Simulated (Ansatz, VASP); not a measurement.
**Ti in VASP and in Ansatz**

```
CELL_PARAMETERS angstrom
2.86428 0.00000 0.00000
0.00000 4.53780 0.00000
0.00000 0.00000 21.78790
ATOMIC_POSITIONS crystal
Ti 0.75000 0.75000 0.37100
Ti 0.25000 0.25000 0.40941
Ti 0.25000 0.75000 0.47845
Ti 0.75000 0.25000 0.52155
Ti 0.75000 0.75000 0.59059
Ti 0.25000 0.25000 0.62900
```

Alike in both runs: functional LDA; k mesh 14 × 9 × 1; occupations fermi-dirac, width 0.1 eV; no spin polarisation.

Ansatz relaxed the structure, and its values are those at the end. VASP's run is a single point on that final structure, the one shown.

|  | VASP | Ansatz |
| --- | --- | --- |
| version | VASP 6.6.1 | Ansatz 0.2.0 |
| potentials or method | VASP PAW LDA potentials, release 64 (Ti_sv) | PAW with Ansatz's default frozen-core files, scalar-relativistic |
| plane-wave cutoff (eV) | 520 | 420 |
| valence electrons in the cell | 72 | 72 |

```csv
,VASP,Ansatz,Ansatz less VASP
rms of the force components (eV/Å),0.003,0.001,-0.0022
```

LDA's correlation is that of Perdew and Zunger in VASP and of Perdew and Wang (1992) in Ansatz. Ansatz's warnings: stress scf threshold loose.
